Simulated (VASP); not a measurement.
A run of VASP 6.6.1 is set up as follows.

INCAR

```
  PREC = Accurate
  ENCUT = 500
  EDIFF = 1E-7
  ISMEAR = 0
  SIGMA = 0.02
  LREAL = F
  LASPH = T
  NELM = 120
  ALGO = Normal
  ISIF = 3
  LWAVE = F
  LCHARG = F
  IBRION = 2
  NSW = 100
  EDIFFG = -0.002
  GGA_COMPAT = F
  NELMIN = 4
```

Contents of KPOINTS:

```
regular mesh
0
Gamma
  8 8 8
```

Contents of POSCAR:

```
NaCl
1.0
    0.0000000000      2.8017500000      2.8017500000
    2.8017500000      0.0000000000      2.8017500000
    2.8017500000      2.8017500000      0.0000000000
Na Cl
1 1
Direct
    0.0000000000      0.0000000000      0.0000000000
    0.5000000000      0.5000000000      0.5000000000
```

Potentials or basis: VASP PAW LDA potentials, release 64 (Na_pv, Cl).

The run is started by

```sh
$ cat potpaw_LDA.64/Na_pv/POTCAR potpaw_LDA.64/Cl/POTCAR > POTCAR
$ mpirun -np 1 vasp_std > vasp.out
```

Predict the space group after relaxing (to 0.1 Å).

Fm-3m (No. 225).

What does it give for the relaxed volume?

20.39 Å³/atom.

Final structure:
```cif
data_structure
_symmetry_space_group_name_H-M 'P 1'
_symmetry_Int_Tables_number 1
_cell_length_a 3.8636
_cell_length_b 3.8636
_cell_length_c 3.8636
_cell_angle_alpha 60.000
_cell_angle_beta 60.000
_cell_angle_gamma 60.000
_cell_volume 40.78
loop_
_atom_site_label
_atom_site_type_symbol
_atom_site_fract_x
_atom_site_fract_y
_atom_site_fract_z
_atom_site_occupancy
Na1 Na 0.00000 0.00000 0.00000 1
Cl1 Cl 0.50000 0.50000 0.50000 1
```

LDA usually gives volumes a few per cent too small. Zero-point motion and thermal expansion aren't in these numbers.
